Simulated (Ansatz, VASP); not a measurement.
## One calculation of CaO, two programs

```
Ca O
1.0
     0.00000    2.62183    2.62183
     2.62183    0.00000    2.62183
     2.62183    2.62183    0.00000
Ca O
1 1
Direct
  0.00000 0.00000 0.00000
  0.25000 0.25000 0.25000
```

Alike in both runs: functional PBE; k mesh 11 × 11 × 11; occupations fermi-dirac, width 0.05 eV; no spin polarisation.

Ansatz relaxed the structure, and its values are those at the end. VASP's run is a single point on that final structure, the one shown.

|  | VASP | Ansatz |
| --- | --- | --- |
| version | VASP 6.6.1 | Ansatz 0.2.0 |
| potentials or method | VASP PAW PBE potentials, release 64 (Ca_sv, O) | PAW with Ansatz's default frozen-core files, scalar-relativistic |
| plane-wave cutoff (eV) | 520 | 420 |
| valence electrons in the cell | 16 | 16 |

Ansatz gave:

| Item | Value |
| --- | --- |
| gap on the k mesh at the Fermi level (eV) | 3.29 |
| pressure (GPa) | 0.0 |

Task: What did VASP give for the same quantities?

Result: gap on the k mesh at the Fermi level (eV): 3.28; pressure (GPa): 0.5.
